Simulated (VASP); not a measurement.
A run of VASP 6.6.1:

File INCAR:

```
SYSTEM = Ta
PREC = Accurate
ENCUT = 600
EDIFF = 1E-7
ISMEAR = 0
SIGMA = 0.05
LREAL = .FALSE.
LASPH = .TRUE.
NELM = 60
ALGO = Normal
ISIF = 3
LWAVE = .FALSE.
LCHARG = .FALSE.
GGA = PE
IBRION = 2
NSW = 80
EDIFFG = -0.03
```

File KPOINTS:

```
Automatic mesh
0
G
  10 10 5
  0 0 0
```

File POSCAR:

```
Ta
1.0
    2.8964050874      0.0000000000      0.0000000000
   -1.4482025437      2.5083603854      0.0000000000
    0.0000000000      0.0000000000      5.1615914424
Ta
2
Direct
    0.3333333333      0.6666666667      0.2500000000
    0.6666666667      0.3333333333      0.7500000000
```

Potentials or basis: VASP PAW PBE potentials, release 64 (Ta_pv).

The run is started by

```bash
$ cat potpaw_PBE.64/Ta_pv/POTCAR > POTCAR
$ mpirun -np 1 vasp_std > vasp.out
```

Hardware: 1 thread of Intel(R) Xeon(R) Platinum 8259CL CPU @ 2.50GHz (Skylake/Cascade Lake) (shared host).

Question: Estimate the wall time of this run.

Answer: It took 17 s on 1 thread of Intel(R) Xeon(R) Platinum 8259CL CPU @ 2.50GHz (Skylake/Cascade Lake), on a shared host, peak memory 0.17 GiB. Counts: scf iterations 13, k points 42, ion steps 1.
